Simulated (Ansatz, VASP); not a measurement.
# One calculation of Hg, two programs

INCAR

```
SYSTEM = Hg
ALGO = Normal ; EDIFF = 1E-6
ENCUT = 520 ; GGA = PE
ISIF = 2 ; ISMEAR = 0
LASPH = .TRUE. ; LCHARG = .FALSE.
LREAL = .FALSE. ; LWAVE = .FALSE.
NBANDS = 19 ; NELM = 100
PREC = Accurate ; SIGMA = 0.05
```

KPOINTS

```
k-points
0
G
  12 12 8
  0 0 0
```

The input POSCAR:

```
Hg
1.0
    3.3836419768      0.0000000000      0.0000000000
   -1.6918209884      2.9303199092      0.0000000000
    0.0000000000      0.0000000000      5.1990129914
Hg
2
Direct
    0.6666666700      0.3333333300      0.7445330777
    0.3333333300      0.6666666700      0.2554669223
```

Input for Ansatz:

```yaml
crystal:
  lattice:
    - [3.3836419768, 0.0, 0.0]
    - [-1.6918209884, 2.9303199092, 0.0]
    - [0.0, 0.0, 5.1990129914]
  atoms:
    - { symbol: Hg, position: [0.66666667, 0.33333333, 0.7445330777] }
    - { symbol: Hg, position: [0.33333333, 0.66666667, 0.2554669223] }
basis:
  ecutwfc: 420
kpoints:
  mp_grid: { grid: [12, 12, 8] }
hamiltonian:
  xc: pbe
scf:
  occupations: { method: gaussian, width: 0.05 }
output:
  forces: true
  stress: true
  eigenvalues: true
```

Alike in both runs: task single point; functional PBE; k mesh 12 × 12 × 8; occupations gaussian, width 0.05 eV; no spin polarisation.

|  | VASP | Ansatz |
| --- | --- | --- |
| version | VASP 6.6.1 | Ansatz 0.2.0 |
| potentials or method | VASP PAW PBE potentials, release 64 (Hg), cutoff 520 eV | scalar-relativistic, plane waves, PAW |
| valence electrons in the cell | 24 | 40 |

|  | VASP | Ansatz | Ansatz less VASP |
| --- | --- | --- | --- |
| gap on the k mesh at the Fermi level (eV) | none | none | - |
| pressure (GPa) | 2.7 | 2.5 | -0.20 |
| traceless stress, the component that is largest in VASP (GPa) | 0.32 | 0.27 | -0.046 |
| rms of the force components (eV/Å) | 0.081 | 0.077 | -0.0036 |

Atom by atom the forces differ by 0.004 eV/Å (rms over components). A gap of «none» marks a metal or a gap that the smearing closes. VASP's potentials hold 24 valence electrons a cell and Ansatz's 40, so a difference there can come from the potentials and not from the codes.

Spin-orbit coupling is off throughout.
